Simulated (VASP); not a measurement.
Set up this calculation in VASP 6.6.1, as the native input.

```
Task                   : single point
Functional             : r2SCAN
Potentials or basis    : VASP PAW PBE potentials, release 64 (Br, K_sv)
Cutoff                 : 520 eV
k mesh                 : 7 × 7 × 7
Occupations            : fermi-dirac, width 0.05 eV
Spin                   : no spin polarisation
Dipole correction      : no
Further INCAR settings : ALGO = Normal; EDIFF = 1e-07; NBANDS = 15
```

Crystal: KBr.

```
Br K
1.0
     0.00000    3.30000    3.30000
     3.30000    0.00000    3.30000
     3.30000    3.30000    0.00000
Br K
1 1
Cartesian
  3.3000 3.3000 3.3000
  0.0000 0.0000 0.0000
```

The input as run:

POSCAR

```
KBr
1.0
    0.0000000000      3.3000000000      3.3000000000
    3.3000000000      0.0000000000      3.3000000000
    3.3000000000      3.3000000000      0.0000000000
Br K
1 1
Direct
    0.5000000000      0.5000000000      0.5000000000
    0.0000000000      0.0000000000      0.0000000000
```

INCAR.step1

```
ALGO = Normal ; EDIFF = 1E-4
ENCUT = 520 ; GGA = PE
ISMEAR = -1 ; LASPH = True
LCHARG = False ; LREAL = False
LWAVE = True ; NBANDS = 15
NELM = 100 ; PREC = Accurate
SIGMA = 0.05
```

INCAR.step2

```
ALGO = Normal ; EDIFF = 1E-7
ENCUT = 520 ; ISIF = 2
ISMEAR = -1 ; ISTART = 1
LASPH = True ; LCHARG = True
LELF = True ; LMIXTAU = True
LREAL = False ; LVHAR = True
LWAVE = False ; METAGGA = R2SCAN
NBANDS = 15 ; NELM = 100
PREC = Accurate ; SIGMA = 0.05
```

KPOINTS

```
k-points
0
Gamma
  7 7 7
```

Potentials or basis: VASP PAW PBE potentials, release 64 (Br, K_sv).

Launch:

```console
$ cat potpaw_PBE.64/Br/POTCAR potpaw_PBE.64/K_sv/POTCAR > POTCAR
$ cp INCAR.step1 INCAR
$ mpirun -np 1 vasp_std > vasp.out
$ cp INCAR.step2 INCAR
$ mpirun -np 1 vasp_std > vasp.out
```

Results of the run:

- Pressure: 0.1 GPa
- Band gap on the k mesh: 5.08 eV, direct

Caveat: the PAW data sets were made with another functional, which shifts forces and pressure a little.

Wall time 3.3 min on 1 thread of AMD EPYC 7R13, on a shared host, peak memory 0.19 GiB.
